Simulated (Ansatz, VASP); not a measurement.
**Au: VASP beside Ansatz**

```
Au
1.0
     1.43899   -2.60606    0.00000
     1.43899    2.60606    0.00000
     0.00000    0.00000    4.98914
Au
2
Direct
  0.33467 0.66533 0.25000
  0.66533 0.33467 0.75000
```

Alike in both runs: task single point; functional r2SCAN; k mesh 11 × 11 × 6; occupations fermi-dirac, width 0.05 eV; no spin polarisation.

|  | VASP | Ansatz |
| --- | --- | --- |
| version | VASP 6.6.1 | Ansatz 0.2.0 |
| potentials or method | VASP PAW PBE potentials, release 64 (Au) | Ansatz PAW |
| plane-wave cutoff (eV) | 520 | 500 |
| valence electrons in the cell | 22 | 38 |

|  | VASP | Ansatz | Ansatz less VASP |
| --- | --- | --- | --- |
| gap on the k mesh at the Fermi level (eV) | none | none | - |
| pressure (GPa) | -7.6 | -7.7 | -0.15 |
| traceless stress, the component that is largest in VASP (GPa) | 1.64 | 1.59 | -0.046 |

VASP's potentials were made for PBE, not for r2SCAN. A gap of «none» marks a metal or a gap that the smearing closes. With one functional, cell and mesh, what is left measures potentials, basis and numerics. VASP's potentials hold 22 valence electrons a cell and Ansatz's 38, so a difference there can come from the potentials and not from the codes.

Spin-orbit coupling is off throughout.
